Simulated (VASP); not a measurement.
Crystal: Y2GeH2.

```
H Y Ge
1.0
     1.93024    3.34327    0.00000
    -1.93024    3.34327    0.00000
     0.00000    0.00000    6.33343
H Y Ge
2 2 1
Direct
  0.33330 0.33340 0.60700
  0.66670 0.66660 0.39300
  0.33330 0.33340 0.22650
  0.66670 0.66660 0.77350
  0.00000 0.00000 0.00000
```

```yaml
Program: VASP 6.6.1
Task: relaxation of cell and atoms
Functional: r2SCAN
Potentials_or_basis: VASP PAW PBE potentials, release 64 (H, Y_sv, Ge_d)
Cutoff: 600 eV
k_mesh: 5 × 5 × 3
Occupations: fermi-dirac, width 0.1 eV
Spin: no spin polarisation
```

At the start: pressure 15.1 GPa; volume 16.35 Å³/atom.

How do energy, volume and symmetry change on relaxing?

Over 10 steps the energy falls by 208.4 meV/atom and the volume is 17.71 Å³/atom (+8.3 %); space group P-3m1 (No. 164, to 0.1 Å) before and after.

The path:
```csv
step,energy change (eV),largest force (eV/Å),pressure (GPa),volume (Å³)
1,0.0000,3.6827,15.07,81.74
2,-0.7449,0.1371,-6.98,101.31
3,-0.9192,0.6630,-2.20,94.37
4,-0.9192,0.7005,-1.91,94.10
5,-0.9923,0.5020,-0.85,91.81
6,-1.0222,0.1997,0.64,89.24
7,-1.0319,0.1148,-0.24,89.74
8,-1.0328,0.1042,-0.56,89.94
9,-1.0399,0.0501,-0.25,89.21
10,-1.0420,0.0011,0.03,88.55
```

Final structure:
```
CELL_PARAMETERS angstrom
1.98853 3.44423 0.00000
-1.98866 3.44430 0.00003
-0.00004 0.00002 6.46438
ATOMIC_POSITIONS crystal
H 0.33332 0.33336 0.61210
H 0.66668 0.66664 0.38790
Y 0.33333 0.33335 0.26347
Y 0.66667 0.66665 0.73653
Ge 0.00000 0.00000 0.00000
```

Caveat: the k points lie up to 0.36 Å⁻¹ apart in the final cell; the PAW data sets were made with another functional, which shifts forces and pressure a little.
